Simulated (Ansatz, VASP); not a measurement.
# One calculation of Pt, two programs

File POSCAR:

```
Pt
1.0
    2.5398123665      0.0000000000      0.0000000000
   -1.2699061833      2.1995420302      0.0000000000
    0.0000000000      0.0000000000      4.9838193600
Pt
2
Direct
    0.6666666667      0.3333333333      0.7500000000
    0.3333333333      0.6666666667      0.2500000000
```

The input INCAR.step1:

```
  PREC = Accurate
  ENCUT = 520
  ISMEAR = 0
  SIGMA = 0.15
  LREAL = F
  LASPH = T
  NELM = 100
  NBANDS = 17
  GGA = PE
  ALGO = Normal
  EDIFF = 1E-4
  LWAVE = T
  LCHARG = F
```

Contents of INCAR.step2:

```
  PREC = Accurate
  ENCUT = 520
  EDIFF = 1E-7
  ISMEAR = 0
  SIGMA = 0.15
  LREAL = F
  LASPH = T
  NELM = 100
  ALGO = Normal
  ISIF = 2
  LWAVE = F
  LCHARG = T
  METAGGA = R2SCAN
  LMIXTAU = T
  LELF = T
  LVHAR = T
  NBANDS = 17
  ISTART = 1
```

KPOINTS

```
Automatic mesh
0
Gamma
  18 18 10
```

Input for Ansatz:

```yaml
crystal:
  lattice:
    - [2.5398123665, 0.0, 0.0]
    - [-1.2699061833, 2.1995420302, 0.0]
    - [0.0, 0.0, 4.98381936]
  atoms:
    - { symbol: Pt, position: [0.6666666667, 0.3333333333, 0.75] }
    - { symbol: Pt, position: [0.3333333333, 0.6666666667, 0.25] }
basis:
  ecutwfc: 500
kpoints:
  mp_grid: { grid: [18, 18, 10] }
hamiltonian:
  xc: r2scan
scf:
  occupations: { method: gaussian, width: 0.15 }
output:
  forces: true
  stress: true
  eigenvalues: true
```

Change from the starting cell: strain -0.080 along x and y, +0.040 along z, atoms carried along.

Alike in both runs: task single point; functional r2SCAN; k mesh 18 × 18 × 10; occupations gaussian, width 0.15 eV; no spin polarisation.

|  | VASP | Ansatz |
| --- | --- | --- |
| version | VASP 6.6.1 | Ansatz 0.2.0 |
| potentials or method | VASP PAW PBE potentials, release 64 (Pt), cutoff 520 eV | scalar-relativistic, plane waves, PAW |
| valence electrons in the cell | 20 | 36 |

```csv
,VASP,Ansatz,Ansatz less VASP
gap on the k mesh at the Fermi level (eV),none,none,-
pressure (GPa),50.4,48.9,-1.57
"traceless stress, the component that is largest in VASP (GPa)",-40.90,-40.11,+0.790
```

VASP's potentials were made for PBE, not for r2SCAN. A gap of «none» marks a metal or a gap that the smearing closes. Both programs put the cell under a high pressure, so it lies far from rest at this level. VASP's potentials hold 20 valence electrons a cell and Ansatz's 36, so a difference there can come from the potentials and not from the codes.

Spin-orbit coupling is off throughout.
